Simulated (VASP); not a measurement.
Set up this calculation in VASP 6.6.1, as the native input.

```yaml
Task: single point
Functional: PBE
Potentials_or_basis: VASP PAW PBE potentials, release 64 (Hf_pv, B)
Cutoff: 500 eV
k_mesh: 8 × 8 × 8
Occupations: gaussian, width 0.05 eV
Spin: no spin polarisation
Dipole_correction: no
Further_INCAR_settings: ALGO = Normal; EDIFF = 1e-06; NBANDS = 14
```

The structure of HfB lies in POSCAR:

```
HfB
1.0
    0.0000000000      2.4169488463      2.4169488463
    2.4169488463      0.0000000000      2.4169488463
    2.4169488463      2.4169488463      0.0000000000
Hf B
1 1
Direct
    0.5000000000      0.5000000000      0.5000000000
    0.0000000000      0.0000000000      0.0000000000
```

These files were run (other wordings do the same):

INCAR

```
SYSTEM = HfB
PREC = Accurate
ENCUT = 500
EDIFF = 1E-6
ISMEAR = 0
SIGMA = 0.05
LREAL = .FALSE.
LASPH = .TRUE.
NELM = 120
ALGO = Normal
ISIF = 2
LWAVE = .FALSE.
LCHARG = .FALSE.
GGA = PE
NBANDS = 14
GGA_COMPAT = .FALSE.
```

KPOINTS

```
Automatic mesh
0
G
  8 8 8
  0 0 0
```

Potentials or basis: VASP PAW PBE potentials, release 64 (Hf_pv, B).

Command:

```console
$ cat potpaw_PBE.64/Hf_pv/POTCAR potpaw_PBE.64/B/POTCAR > POTCAR
$ mpirun -np 1 vasp_std > vasp.out
```

Results of the run:

```yaml
Pressure: 0.1 GPa
```

Run time: 24 s on 1 thread of Intel Xeon 8259CL, with other jobs on the host, peak memory 0.16 GiB.
